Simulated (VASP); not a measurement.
# TiO2 (P4_2/mnm) in VASP: settings compared

TiO2 is run at these levels: LDA, BLYP, revPBE, PBEsol+U; tasks: single point, relaxation of cell and atoms.

Everything below comes from runs of VASP 6.6.1. Logs are shortened: lines on timing, memory, paths and dates and some standing lists are left out, and cuts for length are marked.

## (1) The cell of the first run

It takes space group P4_2/mnm (No. 136, tetragonal). Conventional cell: a = 4.660 Å, b = 4.660 Å, c = 2.998 Å, α = 90.00°, β = 90.00°, γ = 90.00°. Ti (site symmetry mmm) has 6 O at 1.98 to 2.01 Å within 2.6 Å. Within 2.6 Å of O (site symmetry m2m) lie 3 Ti at 1.98 to 2.01 Å and 1 O at 2.58 Å.

## (2) Single point, LDA

The input, INCAR:

```
PREC     = Accurate       # precision mode
ENCUT    = 520            # plane-wave cutoff, eV
EDIFF    = 1E-6           # SCF threshold, eV
ISMEAR   = -1             # smearing method
SIGMA    = 0.05           # smearing width, eV
LREAL    = False          # projectors in reciprocal space
LASPH    = True           # aspherical terms in the spheres
NELM     = 80             # most SCF steps
ALGO     = Normal         # electronic algorithm
ISIF     = 2              # what is computed and relaxed
LWAVE    = False          # write WAVECAR
LCHARG   = False          # write CHGCAR
NBANDS   = 33             # bands
```

The input, KPOINTS:

```
Automatic mesh
0
Gamma
  6 6 9
```

The input, POSCAR:

```
TiO2
1.0
    4.6603684408      0.0000000000      0.0000000000
    0.0000000000      4.6603684408      0.0000000000
    0.0000000000      0.0000000000      2.9981550462
Ti O
2 4
Direct
    0.0000000000      0.0000000000      0.5000000000
    0.5000000000      0.5000000000      0.0000000000
    0.3043213200      0.3043213200      0.5000000000
    0.1956786800      0.8043213200      0.0000000000
    0.8043213200      0.1956786800      0.0000000000
    0.6956786800      0.6956786800      0.5000000000
```

Potentials or basis: VASP PAW LDA potentials, release 64 (Ti_sv, O).

Command:

```bash
$ cat potpaw_LDA.64/Ti_sv/POTCAR potpaw_LDA.64/O/POTCAR > POTCAR
$ mpirun -np 1 vasp_std > vasp.out
```

OUTCAR:

```text
PREC = Accurate
   ENCUT = 520
   EDIFF = 1E-6
   ISMEAR = -1
   LREAL = False
   LASPH = True
   NELM = 80
   ISIF = 2

 ion  position               nearest neighbor table
   1  0.000  0.000  0.500-   4 1.98   5 1.98   4 1.98   5 1.98   3 2.01   6 2.01
   2  0.500  0.500  0.000-   3 1.98   6 1.98   3 1.98   6 1.98   5 2.01   4 2.01
   3  0.304  0.304  0.500-   2 1.98   2 1.98   1 2.01
   4  0.196  0.804  0.000-   1 1.98   1 1.98   2 2.01
   5  0.804  0.196  0.000-   1 1.98   1 1.98   2 2.01
   6  0.696  0.696  0.500-   2 1.98   2 1.98   1 2.01

  LATTYP: Found a simple tetragonal cell.
 ALAT       =     4.6603684408
 C/A-ratio  =     0.6433300466

  Lattice vectors:

 A1 = (   4.6603684408,   0.0000000000,   0.0000000000)
 A2 = (   0.0000000000,   4.6603684408,   0.0000000000)
 A3 = (   0.0000000000,   0.0000000000,   2.9981550462)

Analysis of symmetry for initial positions (statically):
=====================================================================
 Subroutine PRICEL returns:
 Original cell was already a primitive cell.

 Routine SETGRP: Setting up the symmetry group for a
 simple tetragonal supercell.

 Subroutine GETGRP returns: Found 16 space group operations
 (whereof  8 operations were pure point group operations)
 out of a pool of 16 trial point group operations.

The static configuration has the point symmetry D_2h.
 The point group associated with its full space group is D_4h.

Analysis of symmetry for dynamics (positions and initial velocities):
=====================================================================
 Subroutine PRICEL returns:
 Original cell was already a primitive cell.

 Routine SETGRP: Setting up the symmetry group for a
 simple tetragonal supercell.

 Subroutine GETGRP returns: Found 16 space group operations
 (whereof  8 operations were pure point group operations)
 out of a pool of 16 trial point group operations.

The dynamic configuration has the point symmetry D_2h.
 The point group associated with its full space group is D_4h.

 Subroutine INISYM returns: Found 16 space group operations
 (whereof  8 operations are pure point group operations),
 and found     1 'primitive' translations

----------------------------------------------------------------------------------------

                                     Primitive cell

  volume of cell :      65.1170

  direct lattice vectors                    reciprocal lattice vectors
     4.660368441  0.000000000  0.000000000     0.214575309  0.000000000  0.000000000
     0.000000000  4.660368441  0.000000000     0.000000000  0.214575309  0.000000000
     0.000000000  0.000000000  2.998155046     0.000000000  0.000000000  0.333538454

  length of vectors
     4.660368441  4.660368441  2.998155046     0.214575309  0.214575309  0.333538454

  position of ions in fractional coordinates (direct lattice)
     0.000000000  0.000000000  0.500000000
     0.500000000  0.500000000  0.000000000
     0.304321320  0.304321320  0.500000000
     0.195678680  0.804321320  0.000000000
     0.804321320  0.195678680  0.000000000
     0.695678680  0.695678680  0.500000000

  ion indices of the primitive-cell ions
   primitive index   ion index
                 1           1
                 2           2
                 3           3
                 4           4
                 5           5
                 6           6

----------------------------------------------------------------------------------------

 KPOINTS: Automatic mesh

Automatic generation of k-mesh.
 Grid dimensions read from file:
 generate k-points for:    6    6    9

 Generating k-lattice:

  Cartesian coordinates                     Fractional coordinates (reciprocal lattice)
     0.035762552  0.000000000  0.000000000     0.166666667  0.000000000  0.000000000
     0.000000000  0.035762552  0.000000000     0.000000000  0.166666667  0.000000000
     0.000000000  0.000000000  0.037059828     0.000000000  0.000000000  0.111111111

  Length of vectors
     0.035762552  0.035762552  0.037059828

  Shift w.r.t. Gamma in fractional coordinates (k-lattice)
     0.000000000  0.000000000  0.000000000

 Subroutine IBZKPT returns following result:
 ===========================================

 Found     50 irreducible k-points:

 Following reciprocal coordinates:
            Coordinates               Weight
  0.000000  0.000000  0.000000      1.000000
  0.166667  0.000000  0.000000      4.000000
  0.333333  0.000000  0.000000      4.000000
  0.500000  0.000000  0.000000      2.000000
  0.166667  0.166667  0.000000      4.000000
  0.333333  0.166667  0.000000      8.000000
[... 16 lines left out ...]
  0.333333  0.000000  0.222222      8.000000
  0.500000  0.000000  0.222222      4.000000
 [... further k-points ...]
   k-points           NKPTS =     50   k-points in BZ     NKDIM =     50   number of bands    NBANDS=     33
   number of dos      NEDOS =    301   number of ions     NIONS =      6
   total plane-waves  NPLWV =  31104
   dimension x,y,z NGX =    36 NGY =   36 NGZ =   24
   dimension x,y,z NGXF=    72 NGYF=   72 NGZF=   48
   ions per type =               2   4
   NGX,Y,Z   is equivalent  to a cutoff of  12.84, 12.84, 13.31 a.u.
   NGXF,Y,Z  is equivalent  to a cutoff of  25.68, 25.68, 26.62 a.u.
 SYSTEM =  unknown system
   PREC   = accura    normal or accurate (medium, high low for compatibility)
   ISTART =      0    job   : 0-new  1-cont  2-samecut
   ICHARG =      2    charge: 1-file 2-atom 10-const
   ISPIN  =      1    spin polarized calculation?
   LNONCOLLINEAR =      F non collinear calculations
   LSORBIT =      F    spin-orbit coupling
   LASPH  =      T    aspherical Exc in radial PAW
   ENCUT  =  520.0 eV  38.22 Ry    6.18 a.u.   8.67  8.67  5.57*2*pi/ulx,y,z
   NELM   =     80;   NELMIN=  2; NELMDL= -5     # of ELM steps
   EDIFF  = 0.1E-05   stopping-criterion for ELM
   LREAL  =      F    real-space projection
   EDIFFG = 0.1E-04   stopping-criterion for IOM
   NSW    =      0    number of steps for IOM
   IBRION =     -1    ionic relax: 0-MD 1-quasi-New 2-CG
   NFREE  =      0    steps in history (QN), initial steepest desc. (CG)
   ISIF   =      2    stress and relaxation
   ISYM   =      2    0-nonsym 1-usesym 2-fastsym
   POTIM  = 0.5000    time-step for ionic-motion
   TEBEG  =    0.0;   TEEND  =   0.0 temperature during run
   PSTRESS=    0.0 pullay stress
   NELECT =      48.0000    total number of electrons
   NUPDOWN=      -1.0000    fix difference up-down
   EMIN   =  10.00;   EMAX   =-10.00  energy-range for DOS
   EFERMI =   0.00;   METHOD = LEGACY
   ISMEAR =    -1;   SIGMA  =   0.05  broadening in eV -4-tet -1-fermi 0-gaus
   EFERMI_NEDOS =   21; number of points for ismear=-14 and -15
   IALGO  =     38    algorithm
   IMIX   =      4    mixing-type and parameters
     AMIX     =   0.40;   BMIX     =  1.00
     AMIX_MAG =   1.60;   BMIX_MAG =  1.00
  volume/ion in A,a.u.               =      10.85        73.24
  Fermi-wavevector in a.u.,A,eV,Ry     =   1.478849  2.794619 29.755848  2.186993
  Thomas-Fermi vector in A             =   2.593079
   LORBIT       =      0    0 simple, 1 ext, 2 COOP (PROOUT), +10 PAW based schemes
   GGA     = CA    functional components
   LHFCALC =     F    Hartree Fock is set to
   AEXX    =    0.0000 exact exchange contribution
   IVDW    =     0    specifies the selected vdW correction
   LEPSILON=     F    determine dielectric tensor
   LRPA    =     F    only Hartree local field effects (RPA)
 non-spin polarized calculation
  energy-cutoff  :      520.00
  volume of cell :       65.12
 maximum number of plane-waves:      1787
 NGX is ok and might be reduce to    36
   NGX = 17   NGY = 17   NGZ = 11

 number of electron      48.0000015 magnetization

 Free energy of the ion-electron system (eV)
  ---------------------------------------------------
  ext. energy  EPLUGINS =         0.00000000
  ---------------------------------------------------
  free energy    TOTEN  =       -58.54649923 eV

  energy without entropy =      -58.54649923  energy(sigma->0) =      -58.54649923

 E-fermi :   4.9362     XC(G=0): -11.7729

 val. band max:        4.1318941264   @ k =   0.0000   0.0000   0.0000
 cond. band min:       5.7928800372   @ k =   0.0000   0.0000   0.0000
 fundamental gap:      1.6609859108
 Fermi energy:         4.9362127594

 k-point     1 :       0.0000    0.0000    0.0000
  band No.  band energies     occupation
      1     -52.2068      2.00000
      2     -52.1920      2.00000
      3     -28.8747      2.00000
      4     -28.8747      2.00000
      5     -28.7326      2.00000
      6     -28.7326      2.00000
[... 25 lines left out ...]
     32      10.3608      0.00000
     33      10.3613      0.00000

 k-point     2 :       0.1667    0.0000    0.0000
  band No.  band energies     occupation
      1     -52.2058      2.00000
      2     -52.1930      2.00000
      3     -28.8671      2.00000
      4     -28.8664      2.00000
      5     -28.7417      2.00000
      6     -28.7410      2.00000
[... 25 lines left out ...]
     32      10.2725      0.00000
     33      10.2916      0.00000

 k-point     3 :       0.3333    0.0000    0.0000
  band No.  band energies     occupation
      1     -52.2031      2.00000
      2     -52.1957      2.00000
      3     -28.8470      2.00000
      4     -28.8452      2.00000
      5     -28.7646      2.00000
      6     -28.7627      2.00000
[... 25 lines left out ...]
     32      10.0964      0.00000
     33      10.1364      0.00000

 k-point     4 :       0.5000    0.0000    0.0000
  band No.  band energies     occupation
      1     -52.1994      2.00000
      2     -52.1994      2.00000
      3     -28.8295      2.00000
      4     -28.8295      2.00000
      5     -28.7811      2.00000
      6     -28.7811      2.00000
[... 25 lines left out ...]
     32       9.8583      0.00000
     33      10.0249      0.00000

 k-point     5 :       0.1667    0.1667    0.0000
  band No.  band energies     occupation
      1     -52.2049      2.00000
      2     -52.1939      2.00000
      3     -28.8774      2.00000
      4     -28.8440      2.00000
      5     -28.7652      2.00000
      6     -28.7309      2.00000
[... 604 lines left out ...]
 k-point    22 :       0.1667    0.0000    0.2222
  band No.  band energies     occupation
      1     -52.1895      2.00000
      2     -52.1797      2.00000
      3     -28.8772      2.00000
      4     -28.8573      2.00000
      5     -28.8240      2.00000
      6     -28.8206      2.00000
[... 25 lines left out ...]
     32       9.5981      0.00000
     33       9.8413      0.00000

 k-point    23 :       0.3333    0.0000    0.2222
  band No.  band energies     occupation
      1     -52.1875      2.00000
      2     -52.1818      2.00000
      3     -28.8803      2.00000
      4     -28.8672      2.00000
      5     -28.8065      2.00000
      6     -28.7998      2.00000
[... 25 lines left out ...]
     32       9.2053      0.00000
     33       9.9157      0.00000

 k-point    24 :       0.5000    0.0000    0.2222
  band No.  band energies     occupation
      1     -52.1846      2.00000
      2     -52.1846      2.00000
      3     -28.8764      2.00000
      4     -28.8764      2.00000
      5     -28.7902      2.00000
      6     -28.7902      2.00000
[... 25 lines left out ...]
     32       9.0435      0.00000
     33      10.3172      0.00000

 [... further k-points ...]

------------------------ aborting loop because EDIFF is reached ----------------------------------------

  FORCE on cell =-STRESS in cart. coord.  units (eV):
  Direction    XX          YY          ZZ          XY          YZ          ZX
  --------------------------------------------------------------------------------------
  -------------------------------------------------------------------------------------
  Total       -5.8682350     -5.8682350     -7.7915735      0.0000000      0.0000000      0.0000000
  in kB     -144.3854696   -144.3854696   -191.7084076      0.0000000      0.0000000      0.0000000
  external PRESSURE =    -160.1597823 kB  Pullay stress =       0.0000000 kB

 VOLUME and BASIS-vectors are now :
 -----------------------------------------------------------------------------
  energy-cutoff  :      520.00
  volume of cell :       65.12
      direct lattice vectors                 reciprocal lattice vectors
     4.660368441  0.000000000  0.000000000     0.214575309  0.000000000  0.000000000
     0.000000000  4.660368441  0.000000000     0.000000000  0.214575309  0.000000000
     0.000000000  0.000000000  2.998155046     0.000000000  0.000000000  0.333538454

 POSITION                                       TOTAL-FORCE (eV/Angst)
 -----------------------------------------------------------------------------------
      0.00000      0.00000      1.49908        -0.000000      0.000000     -0.000000
      2.33018      2.33018      0.00000        -0.000000      0.000000     -0.000000
      1.41825      1.41825      1.49908         0.191344      0.191344     -0.000000
      0.91193      3.74843      0.00000        -0.191344      0.191344     -0.000000
      3.74843      0.91193      0.00000         0.191344     -0.191344     -0.000000
      3.24212      3.24212      1.49908        -0.191344     -0.191344      0.000000
 -----------------------------------------------------------------------------------
    total drift:                                0.000000      0.000000      0.000000

  FREE ENERGIE OF THE ION-ELECTRON SYSTEM (eV)
  ---------------------------------------------------
  free  energy   TOTEN  =       -58.5464992293 eV

  energy  without entropy=      -58.5464992261  energy(sigma->0) =      -58.54649923
```

Wall time 53 s (1 thread of Intel Xeon Platinum 8488C (Sapphire Rapids), shared host); peak memory 0.2 GiB.

What came out:

```yaml
Free_energy: -58.5465 eV
Pressure: -16.0 GPa
Largest_force: 0.271 eV/Å
Band_gap_on_the_k_mesh: 1.66 eV
```

Forces on the atoms (eV/Å):
```
Ti   0.000  0.000  0.000
Ti   0.000  0.000  0.000
O    0.191  0.191  0.000
O   -0.191  0.191  0.000
O    0.191 -0.191  0.000
O   -0.191 -0.191  0.000
```

Caveat: the cell stands under tension; an odd mesh through Γ misses points on the zone boundary, where band edges can lie.

## (3) Single point, BLYP

This run uses another cell than the first one, of 11.06 Å³/atom.

The input, INCAR:

```
SYSTEM = TiO2
  AGGAC = 1.0
  AGGAX = 1.0
  ALDAC = 0.0
  ALDAX = 1.0
  ALGO = Normal
  EDIFF = 1E-6
  ENCUT = 520
  GGA = B5
  ISIF = 2
  ISMEAR = -1
  LASPH = .True.
  LCHARG = .False.
  LREAL = .False.
  LWAVE = .False.
  NBANDS = 33
  NELM = 60
  PREC = Accurate
  SIGMA = 0.05
```

The input, KPOINTS:

```
k-points
0
Gamma
  6 6 9
  0 0 0
```

Changes to POSCAR since step 2:

```diff
@@ -2,5 +2,5 @@
 1.0
-    4.6603684408      0.0000000000      0.0000000000
-    0.0000000000      4.6603684408      0.0000000000
-    0.0000000000      0.0000000000      2.9981550462
+    4.6900531165      0.0000000000      0.0000000000
+    0.0000000000      4.6900531165      0.0000000000
+    0.0000000000      0.0000000000      3.0172520901
 Ti O
```

Potentials or basis: VASP PAW PBE potentials, release 64 (Ti_sv, O).

Command:

```bash
$ cat potpaw_PBE.64/Ti_sv/POTCAR potpaw_PBE.64/O/POTCAR > POTCAR
$ mpirun -np 1 vasp_std > vasp.out
```

Run time: 74 s. Hardware: 1 thread of Intel Xeon Platinum 8488C (Sapphire Rapids), shared host; peak memory 0.22 GiB.

It converged, with:

```yaml
Free_energy: -51.5313 eV
Pressure: -2.7 GPa
Largest_force: 0.161 eV/Å
Band_gap_on_the_k_mesh: 1.69 eV
```

Forces in eV/Å, atoms in the order of the input:
```
Ti   0.000  0.000  0.000
Ti   0.000  0.000  0.000
O    0.114  0.114  0.000
O   -0.114  0.114  0.000
O    0.114 -0.114  0.000
O   -0.114 -0.114  0.000
```

Stress tensor (GPa, compression positive):
```
-1.81  0.00  0.00
 0.00 -1.81  0.00
 0.00  0.00 -4.35
```

Levels at points of the mesh, in eV from the valence-band top:
| k point | band 20 | band 21 | band 22 | band 23 | band 24 | band 25 | band 26 | band 27 | band 28 | band 29 |
| --- | --- | --- | --- | --- | --- | --- | --- | --- | --- | --- |
| (0.00, 0.00, 0.00) | -1.91 | -0.71 | -0.45 | -0.45 | 0.00 | 1.69 | 1.95 | 2.16 | 2.25 | 2.25 |
| (0.50, 0.00, 0.00) | -2.91 | -1.58 | -1.58 | -0.68 | -0.68 | 2.28 | 2.28 | 2.71 | 2.71 | 3.22 |
| (0.50, 0.50, 0.00) | -2.01 | -1.28 | -1.28 | -1.06 | -1.06 | 1.72 | 1.72 | 2.26 | 2.26 | 3.45 |

Caveat: the PAW data sets were made with another functional, which shifts forces and pressure a little; an odd mesh through Γ misses points on the zone boundary, where band edges can lie.

[end of part 1 of 2]
